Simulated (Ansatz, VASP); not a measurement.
SnO in VASP and in Ansatz

File POSCAR:

```
SnO
1.0
    3.7925880617      0.0000000000      0.0000000000
    0.0000000000      3.7925880617      0.0000000000
    0.0000000000      0.0000000000      4.9011388447
Sn O
2 2
Direct
    0.0000000000      0.5000000000      0.2349067612
    0.5000000000      0.0000000000      0.7650932388
    0.5000000000      0.5000000000      0.0000000000
    0.0000000000      0.0000000000      0.0000000000
```

INCAR.step1

```
SYSTEM = SnO
PREC     = Accurate       ! precision mode
ENCUT    = 910            ! plane-wave cutoff, eV
ISMEAR   = -1             ! smearing method
SIGMA    = 0.02           ! smearing width, eV
LREAL    = .FALSE.        ! projectors in reciprocal space
LASPH    = .TRUE.         ! aspherical terms in the spheres
NELM     = 120            ! most SCF steps
NBANDS   = 28             ! bands
GGA      = PE             ! functional
ALGO     = Normal         ! electronic algorithm
EDIFF    = 1E-5           ! SCF threshold, eV
LWAVE    = .TRUE.         ! write WAVECAR
LCHARG   = .FALSE.        ! write CHGCAR
GGA_COMPAT= .FALSE.
```

The input INCAR.step2:

```
SYSTEM = SnO
PREC     = Accurate       ! precision mode
ENCUT    = 910            ! plane-wave cutoff, eV
EDIFF    = 1E-6           ! SCF threshold, eV
ISMEAR   = -1             ! smearing method
SIGMA    = 0.02           ! smearing width, eV
LREAL    = .FALSE.        ! projectors in reciprocal space
LASPH    = .TRUE.         ! aspherical terms in the spheres
NELM     = 120            ! most SCF steps
ALGO     = Normal         ! electronic algorithm
ISIF     = 2              ! what is computed and relaxed
LWAVE    = .FALSE.        ! write WAVECAR
LCHARG   = .FALSE.        ! write CHGCAR
METAGGA  = R2SCAN         ! meta-GGA
LMIXTAU  = .TRUE.       
NBANDS   = 28             ! bands
ISTART   = 1            
GGA_COMPAT= .FALSE.
```

Contents of KPOINTS:

```
Automatic mesh
0
G
  6 6 6
  0 0 0
```

Input for Ansatz:

```yaml
crystal:
  lattice:
    - [3.7925880617, 0.0, 0.0]
    - [0.0, 3.7925880617, 0.0]
    - [0.0, 0.0, 4.9011388447]
  atoms:
    - { symbol: Sn, position: [0.0, 0.5, 0.2349067612] }
    - { symbol: Sn, position: [0.5, 0.0, 0.7650932388] }
    - { symbol: O, position: [0.5, 0.5, 0.0] }
    - { symbol: O, position: [0.0, 0.0, 0.0] }
kpoints:
  mp_grid: { grid: [6, 6, 6] }
  band_path:
    path:
      - [0.0, 0.0, 0.0]
      - [0.0, 0.5, 0.0]
      - [0.5, 0.5, 0.0]
      - [0.0, 0.0, 0.5]
      - [0.0, 0.5, 0.5]
      - [0.5, 0.5, 0.5]
      - [-0.046875, -0.041667, 0.0]
    npoints: 1
hamiltonian:
  xc: r2scan
scf:
  occupations: { method: fermi_dirac, width: 0.02 }
  n_extra_bands: 5
output:
  forces: true
  stress: true
  eigenvalues: true
```

Change from the starting cell: uniaxial_z strain +3.0%.

Alike in both runs: task single point; functional r2SCAN; k mesh 6 × 6 × 6; occupations fermi-dirac, width 0.02 eV; no spin polarisation.

|  | VASP | Ansatz |
| --- | --- | --- |
| version | VASP 6.6.1 | Ansatz 0.2.0 |
| potentials or method | VASP PAW PBE potentials, release 64 (Sn_d, O_h) | plane waves, PAW |
| plane-wave cutoff (eV) | 910 | 500 |
| valence electrons in the cell | 40 | 40 |

|  | VASP | Ansatz | Ansatz less VASP |
| --- | --- | --- | --- |
| rms of the force components (eV/Å) | 0.048 | 0.007 | -0.0406 |

VASP's potentials were made for PBE, not for r2SCAN. Atom by atom the forces differ by 0.055 eV/Å (rms over components).

Noted on VASP's run: the cutoff is short for stress, so the pressure is rough.
